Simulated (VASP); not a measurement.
Input of a VASP 6.6.1 run:

The input INCAR:

```
SYSTEM = FeCo
PREC     = Accurate       ! precision mode
ENCUT    = 600            ! plane-wave cutoff, eV
EDIFF    = 1E-6           ! SCF threshold, eV
ISMEAR   = 0              ! smearing method
SIGMA    = 0.05           ! smearing width, eV
LREAL    = .FALSE.        ! projectors in reciprocal space
LASPH    = .TRUE.         ! aspherical terms in the spheres
NELM     = 120            ! most SCF steps
ALGO     = Normal         ! electronic algorithm
ISIF     = 2              ! what is computed and relaxed
LWAVE    = .FALSE.        ! write WAVECAR
LCHARG   = .FALSE.        ! write CHGCAR
GGA      = PE             ! functional
NBANDS   = 16             ! bands
GGA_COMPAT= .FALSE.
```

File KPOINTS:

```
Automatic mesh
0
G
  16 16 16
  0 0 0
```

The input POSCAR:

```
FeCo
1.0
    2.8570000000      0.0000000000      0.0000000000
    0.0000000000      2.8570000000      0.0000000000
    0.0000000000      0.0000000000      2.8570000000
Fe Co
1 1
Direct
    0.5000000000      0.5000000000      0.5000000000
    0.0000000000      0.0000000000      0.0000000000
```

Potentials or basis: VASP PAW PBE potentials, release 64 (Fe, Co).

Run with:

```sh
$ cat potpaw_PBE.64/Fe/POTCAR potpaw_PBE.64/Co/POTCAR > POTCAR
$ mpirun -np 1 vasp_std > vasp.out
```

(1) Predict the pressure.

## Answers

(1) -20.9 GPa.

Caveat: the run has no spin polarisation, though such a crystal can be magnetic.
